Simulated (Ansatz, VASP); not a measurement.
**One calculation of ZrS, two programs**

POSCAR

```
ZrS
1.0
    0.0000000000      4.9605330542      4.9605330542
    4.9605330542      0.0000000000      4.9605330542
    4.9605330542      4.9605330542      0.0000000000
Zr S
1 1
Direct
    0.0000000000      0.0000000000      0.0000000000
    0.5000000000      0.5000000000      0.5000000000
```

Contents of INCAR.step1:

```
PREC     = Accurate       # precision mode
ENCUT    = 520            # plane-wave cutoff, eV
ISMEAR   = 0              # smearing method
SIGMA    = 0.1            # smearing width, eV
LREAL    = False          # projectors in reciprocal space
LASPH    = True           # aspherical terms in the spheres
NELM     = 80             # most SCF steps
NBANDS   = 16             # bands
GGA      = PE             # functional
ALGO     = Normal         # electronic algorithm
EDIFF    = 1E-4           # SCF threshold, eV
LWAVE    = True           # write WAVECAR
LCHARG   = False          # write CHGCAR
```

File INCAR.step2:

```
PREC     = Accurate       # precision mode
ENCUT    = 520            # plane-wave cutoff, eV
EDIFF    = 1E-6           # SCF threshold, eV
ISMEAR   = 0              # smearing method
SIGMA    = 0.1            # smearing width, eV
LREAL    = False          # projectors in reciprocal space
LASPH    = True           # aspherical terms in the spheres
NELM     = 80             # most SCF steps
ALGO     = Normal         # electronic algorithm
ISIF     = 2              # what is computed and relaxed
LWAVE    = False          # write WAVECAR
LCHARG   = False          # write CHGCAR
METAGGA  = R2SCAN         # meta-GGA
LMIXTAU  = True         
NBANDS   = 16             # bands
ISTART   = 1
```

KPOINTS

```
regular mesh
0
Gamma
  4 4 4
```

Input for Ansatz:

```yaml
crystal:
  lattice:
    - [0.0, 4.9605330542, 4.9605330542]
    - [4.9605330542, 0.0, 4.9605330542]
    - [4.9605330542, 4.9605330542, 0.0]
  atoms:
    - { symbol: Zr, position: [0.0, 0.0, 0.0] }
    - { symbol: S, position: [0.5, 0.5, 0.5] }
basis:
  ecutwfc: 500
kpoints:
  mp_grid: { grid: [4, 4, 4] }
hamiltonian:
  xc: r2scan
scf:
  occupations: { method: gaussian, width: 0.1 }
  max_iter: 86
output:
  forces: true
  stress: true
  eigenvalues: true
```

Alike in both runs: task single point; functional r2SCAN; k mesh 4 × 4 × 4; occupations gaussian, width 0.1 eV; no spin polarisation.

|  | VASP | Ansatz |
| --- | --- | --- |
| version | VASP 6.6.1 | Ansatz 0.2.0 |
| potentials or method | VASP PAW PBE potentials, release 64 (Zr_sv, S), cutoff 520 eV | scalar-relativistic, plane waves, PAW |
| valence electrons in the cell | 18 | 18 |

```csv
,VASP,Ansatz,Ansatz less VASP
gap on the k mesh at the Fermi level (eV),none,none,-
pressure (GPa),-2.7,-2.7,+0.01
```

VASP's potentials were made for PBE, not for r2SCAN. A gap of «none» marks a metal or a gap that the smearing closes. The functional is the same, so the differences come from potentials, cutoffs and numerics.
